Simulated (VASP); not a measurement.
Runs of VASP 6.6.1 on Ti. The structure is hexagonal, space group P6_3/mmc (No. 194). The conventional cell has a = 2.864 Å, b = 2.864 Å, c = 4.540 Å, α = 90.00°, β = 90.00°, γ = 120.00°. Ti (site symmetry -6m2) has 12 Ti at 2.81 to 2.86 Å within 3.7 Å. 

```tsv
k mesh	smearing	gap on the mesh (eV)	pressure (GPa)
21 × 21 × 12	fermi-dirac 0.1 eV	none	(a)
13 × 13 × 7	gaussian 0.6 eV	none	0.9
13 × 13 × 7	fermi-dirac 0.3 eV	none	(b)
13 × 13 × 7	fermi-dirac 1 eV	none	17.8
13 × 13 × 7	methfessel-paxton 0.01 eV	none	-0.4
```

Alike in all rows: task single point; level LDA; potentials or basis VASP PAW LDA potentials, release 64 (Ti_sv); no spin polarisation; cell as given; cutoff (eV) 520.

**Question.** Estimate the missing entries.

**Answer.** (a) -0.1; (b) 1.9.

Caveats: so wide a smearing shifts energies and pressures (at least some runs); the cell stands under pressure (at least some runs).

A gap of «none» marks levels without a gap at the run's occupations.
